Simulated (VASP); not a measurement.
Input of a VASP 6.6.1 run:

INCAR

```
ALGO = Normal
EDIFF = 1E-6
ENCUT = 520
GGA = PS
ISIF = 2
ISMEAR = 1
LASPH = True
LCHARG = False
LREAL = False
LWAVE = False
NBANDS = 16
NELM = 60
PREC = Accurate
SIGMA = 0.1
```

File KPOINTS:

```
k-points
0
Gamma
  11 11 11
```

File POSCAR:

```
ZrH3
1.0
    3.1260380000      0.0156301900      0.0000000000
    0.0156301900      3.1260380000      0.0000000000
    0.0000000000      0.0000000000      3.1260380000
Zr H
1 3
Direct
    0.0000000000      0.0000000000      0.0000000000
    0.0000000000      0.5000000000      0.5000000000
    0.5000000000      0.0000000000      0.5000000000
    0.5000000000      0.5000000000      0.0000000000
```

Potentials or basis: VASP PAW PBE potentials, release 64 (Zr_sv, H).

Launch:

```bash
$ cat potpaw_PBE.64/Zr_sv/POTCAR potpaw_PBE.64/H/POTCAR > POTCAR
$ mpirun -np 1 vasp_std > vasp.out
```

Q: Predict the pressure.

A: -4.5 GPa.

Stress tensor (GPa, compression positive):
```
-4.51 -0.60  0.00
-0.60 -4.51  0.00
 0.00  0.00 -4.54
```

Caveat: the PAW data sets were made with another functional, which shifts forces and pressure a little.
